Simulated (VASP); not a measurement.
# AlNi (CsCl type) (Pm-3m) in VASP: a series of runs, part 2 of 2

VASP 6.6.1. The steps go on from the part before.

## (3) Single point, HSE06

This run uses another cell than the first one, of 11.10 Å³/atom.

POSCAR reads:

```
AlNi
1.0
    2.8107817078      0.0000000000      0.0000000000
    0.0000000000      2.8107817078      0.0000000000
    0.0000000000      0.0000000000      2.8107817078
Ni Al
1 1
Direct
    0.0000000000      0.0000000000      0.0000000000
    0.5000000000      0.5000000000      0.5000000000
```

INCAR.step1 reads:

```
SYSTEM = AlNi
PREC = Accurate
ENCUT = 510
EDIFF = 1E-5
ISMEAR = -1
SIGMA = 0.1
LREAL = .FALSE.
LASPH = .TRUE.
NELM = 120
ALGO = Normal
ISIF = 2
LWAVE = .TRUE.
GGA = PE
NBANDS = 18
GGA_COMPAT = .FALSE.
```

INCAR.step2 reads:

```
SYSTEM = AlNi
PREC = Accurate
ENCUT = 510
EDIFF = 1E-6
ISMEAR = -1
SIGMA = 0.1
LREAL = .FALSE.
LASPH = .TRUE.
NELM = 120
ALGO = Normal
ISIF = 2
LWAVE = .FALSE.
LCHARG = .TRUE.
GGA = PE
LHFCALC = .TRUE.
HFSCREEN = 0.2079
PRECFOCK = Normal
LELF = .TRUE.
LVHAR = .TRUE.
ISTART = 1
NBANDS = 18
GGA_COMPAT = .FALSE.
```

KPOINTS reads:

```
Automatic mesh
0
G
  4 4 4
  0 0 0
```

Potentials or basis: VASP PAW PBE potentials, release 64 (Ni_sv_GW, Al).

The run is started by

```bash
$ cat potpaw_PBE.64/Ni_sv_GW/POTCAR potpaw_PBE.64/Al/POTCAR > POTCAR
$ cp INCAR.step1 INCAR
$ mpirun -np 1 vasp_std > vasp.out
$ cp INCAR.step2 INCAR
$ mpirun -np 1 vasp_std > vasp.out
```

Wall time 11 min (1 thread of Intel Xeon Platinum 8488C (Sapphire Rapids), shared host); peak memory 0.25 GiB.

The run converged. Its results:

```
Free energy            : -11.1375 eV
Pressure               : 8.5 GPa
Band gap on the k mesh : zero (an odd number of electrons rules out a gap without spin polarisation)
```

Levels at points of the mesh, in eV from the Fermi level:
| k point | band 8 | band 9 | band 10 | band 11 | band 12 | band 13 |
| --- | --- | --- | --- | --- | --- | --- |
| (0.00, 0.00, 0.00) | -2.07 | -2.07 | -2.07 | 7.10 | 7.10 | 7.10 |
| (0.50, 0.00, 0.00) | -2.95 | -2.95 | -1.98 | -0.62 | 9.65 | 12.03 |
| (0.50, 0.50, 0.00) | -3.04 | -2.75 | -2.75 | -1.33 | 2.70 | 3.81 |
| (0.50, 0.50, 0.50) | -1.28 | -1.28 | 2.82 | 2.82 | 2.82 | 5.47 |

Caveat: the k points lie up to 0.56 Å⁻¹ apart, too coarse for converged energies and pressures of a metal; the PAW data sets were made with another functional, which shifts forces and pressure a little. Spin polarisation is off, so any magnetic state and its effect on volume and gap are missing.

## (4) Single point, HSE06

This run uses another cell than the first one, of 12.55 Å³/atom.

POSCAR reads:

```
AlNi
1.0
    2.9280306770      0.0000000000      0.0000000000
    0.0000000000      2.9280306770      0.0000000000
    0.0000000000      0.0000000000      2.9280306770
Ni Al
1 1
Direct
    0.0000000000      0.0000000000      0.0000000000
    0.5000000000      0.5000000000      0.5000000000
```

INCAR.step1 reads:

```
PREC = Accurate
ENCUT = 510
EDIFF = 1E-5
ISMEAR = -1
SIGMA = 0.1
LREAL = False
LASPH = True
NELM = 120
ALGO = Normal
ISIF = 2
LWAVE = True
LCHARG = False
NBANDS = 18
GGA = PE
GGA_COMPAT = False
```

INCAR.step2 reads:

```
PREC = Accurate
ENCUT = 510
EDIFF = 1E-6
ISMEAR = -1
SIGMA = 0.1
LREAL = False
LASPH = True
NELM = 120
ALGO = Normal
ISIF = 2
LWAVE = False
LCHARG = False
GGA = PE
LHFCALC = True
HFSCREEN = 0.2079
PRECFOCK = Normal
NBANDS = 18
ISTART = 1
GGA_COMPAT = False
```

KPOINTS reads:

```
regular mesh
0
Gamma
  4 4 4
```

Potentials or basis: VASP PAW PBE potentials, release 64 (Ni_sv_GW, Al).

The run is started by

```bash
$ cat potpaw_PBE.64/Ni_sv_GW/POTCAR potpaw_PBE.64/Al/POTCAR > POTCAR
$ cp INCAR.step1 INCAR
$ mpirun -np 1 vasp_std > vasp.out
$ cp INCAR.step2 INCAR
$ mpirun -np 1 vasp_std > vasp.out
```

OUTCAR:

```text
PREC = Accurate
   ENCUT = 510
   EDIFF = 1E-6
   ISMEAR = -1
   LREAL = False
   LASPH = True
   NELM = 120
   ISIF = 2
   GGA = PE
   LHFCALC = True
   HFSCREEN = 0.2079
   PRECFOCK = Normal
   ISTART = 1

 ion  position               nearest neighbor table
   1  0.000  0.000  0.000-   2 2.54   2 2.54   2 2.54   2 2.54   2 2.54   2 2.54   2 2.54   2 2.54

   2  0.500  0.500  0.500-   1 2.54   1 2.54   1 2.54   1 2.54   1 2.54   1 2.54   1 2.54   1 2.54
[... 392 lines left out ...]
     18      36.6584      0.00000

------------------------ aborting loop because EDIFF is reached ----------------------------------------

  FORCE on cell =-STRESS in cart. coord.  units (eV):
  Direction    XX          YY          ZZ          XY          YZ          ZX
  --------------------------------------------------------------------------------------
  -------------------------------------------------------------------------------------
  Total       -2.1040788     -2.1040788     -2.1040788      0.0000000      0.0000000     -0.0000000
  in kB     -134.2906325   -134.2906325   -134.2906325      0.0000000      0.0000000     -0.0000000
  external PRESSURE =    -134.2906325 kB  Pullay stress =       0.0000000 kB

 VOLUME and BASIS-vectors are now :
 -----------------------------------------------------------------------------
  energy-cutoff  :      510.00
  volume of cell :       25.10
      direct lattice vectors                 reciprocal lattice vectors
     2.928030677  0.000000000  0.000000000     0.341526476  0.000000000  0.000000000
     0.000000000  2.928030677  0.000000000     0.000000000  0.341526476  0.000000000
     0.000000000  0.000000000  2.928030677     0.000000000  0.000000000  0.341526476

 POSITION                                       TOTAL-FORCE (eV/Angst)
 -----------------------------------------------------------------------------------
      0.00000      0.00000      0.00000         0.000000      0.000000      0.000000
      1.46402      1.46402      1.46402         0.000000      0.000000      0.000000
 -----------------------------------------------------------------------------------
    total drift:                                0.000011      0.000000     -0.000003

  FREE ENERGIE OF THE ION-ELECTRON SYSTEM (eV)
  ---------------------------------------------------
  free  energy   TOTEN  =       -11.1134592032 eV

  energy  without entropy=      -11.0916857988  energy(sigma->0) =      -11.10257250
```

It took 20 min on 1 thread of AMD EPYC 9R45 (Zen 5), shared host; peak memory 0.22 GiB.

What came out:

| Property | Result |
| --- | --- |
| Free energy | -11.1135 eV |
| Pressure | -13.4 GPa |
| Band gap on the k mesh | zero (an odd number of electrons rules out a gap without spin polarisation) |

Levels at points of the mesh, in eV from the Fermi level:
```csv
k point,band 8,band 9,band 10,band 11,band 12,band 13
"(0.00, 0.00, 0.00)",-1.92,-1.92,-1.92,6.37,6.37,6.37
"(0.50, 0.00, 0.00)",-2.67,-2.67,-1.84,-0.71,9.31,11.21
"(0.50, 0.50, 0.00)",-2.81,-2.47,-2.47,-1.31,2.29,2.98
"(0.50, 0.50, 0.50)",-1.26,-1.26,2.77,2.77,2.77,4.13
```

Caveat: the k points lie up to 0.54 Å⁻¹ apart, too coarse for converged energies and pressures of a metal; the PAW data sets were made with another functional, which shifts forces and pressure a little.

## (5) Overview

```tsv
cell	gap on the mesh (eV)	pressure (GPa)
a = 2.871 Å, 2 atoms	none	-3.3
a = 2.811 Å, 2 atoms	none	8.5
a = 2.928 Å, 2 atoms	none	-13.4
```

Alike in all rows: task single point; level HSE06; potentials or basis VASP PAW PBE potentials, release 64 (Ni_sv_GW, Al); no spin polarisation; k mesh 4 × 4 × 4; cutoff (eV) 510; smearing fermi-dirac 0.1 eV.

Caveats: all runs use coarse meshes; the PAW data sets were made with another functional, which shifts forces and pressure a little.

Total energies depend on the potentials used, so only differences within one code and one set of settings carry meaning.
